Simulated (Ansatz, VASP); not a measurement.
## One calculation of GaSi16, two programs

```
CELL_PARAMETERS angstrom
0.00000 5.43000 5.43000
5.43000 0.00000 5.43000
5.43000 5.43000 0.00000
ATOMIC_POSITIONS crystal
Si 0.99996 0.99943 0.00077
Si 0.12036 0.12016 0.12089
Si 0.99709 0.99706 0.50327
Si 0.12025 0.12002 0.63953
Si 0.99718 0.50244 0.99767
Si 0.12046 0.63816 0.12096
Si 0.99714 0.50238 0.50333
Si 0.12868 0.62357 0.62412
Si 0.50271 0.99708 0.99760
Si 0.63872 0.12013 0.12086
Si 0.50265 0.99703 0.50324
Si 0.62363 0.12860 0.62413
Si 0.50278 0.50241 0.99765
Si 0.62364 0.62358 0.12913
Si 0.49992 0.49977 0.50042
Si 0.62363 0.62357 0.62412
Ga 0.24996 0.24938 0.25083
```

Alike in both runs: functional PBE; dispersion D3(BJ); k mesh 2 × 2 × 2; occupations gaussian, width 0.02 eV; collinear spin.

Ansatz relaxed the structure, and its values are those at the end. VASP's run is a single point on that final structure, the one shown.

```csv
,VASP,Ansatz
version,VASP 6.6.1,Ansatz 0.2.0
potentials or method,"VASP PAW PBE potentials, release 64 (Si, Ga_d), cutoff 520 eV","scalar-relativistic, plane waves, PAW"
valence electrons in the cell,77,77
```

```tsv
	VASP	Ansatz	Ansatz less VASP
rms of the force components (eV/Å)	0.004	0.004	-0.0002
net moment per atom (μB)	0.01	0.01	0.000
```

The k mesh is coarse, so the values compare programs but aren't converged.
